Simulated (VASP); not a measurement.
Input of a VASP 6.6.1 run:

The input INCAR:

```
ALGO = Normal
EDIFF = 1E-6
ENCUT = 500
GGA = PS
GGA_COMPAT = False
ISIF = 2
ISMEAR = -1
LASPH = True
LCHARG = False
LREAL = False
LWAVE = False
NBANDS = 12
NELM = 120
PREC = Accurate
SIGMA = 0.05
```

File KPOINTS:

```
k-points
0
Gamma
  8 8 8
```

File POSCAR:

```
Cd
1.0
   -1.7494756733      1.7494756733      1.7494756733
    1.7494756733     -1.7494756733      1.7494756733
    1.7494756733      1.7494756733     -1.7494756733
Cd
1
Direct
    0.0000000000      0.0000000000      0.0000000000
```

Potentials or basis: VASP PAW PBE potentials, release 64 (Cd).

Run with:

```console
$ cat potpaw_PBE.64/Cd/POTCAR > POTCAR
$ mpirun -np 1 vasp_std > vasp.out
```

(1) Estimate the pressure.

(2) Estimate the band gap on the k mesh.

Answers

(1) -0.4 GPa.

(2) zero (bands 6 and 7 overlap by 4.31 eV).

Caveat: the PAW data sets were made with another functional, which shifts forces and pressure a little.
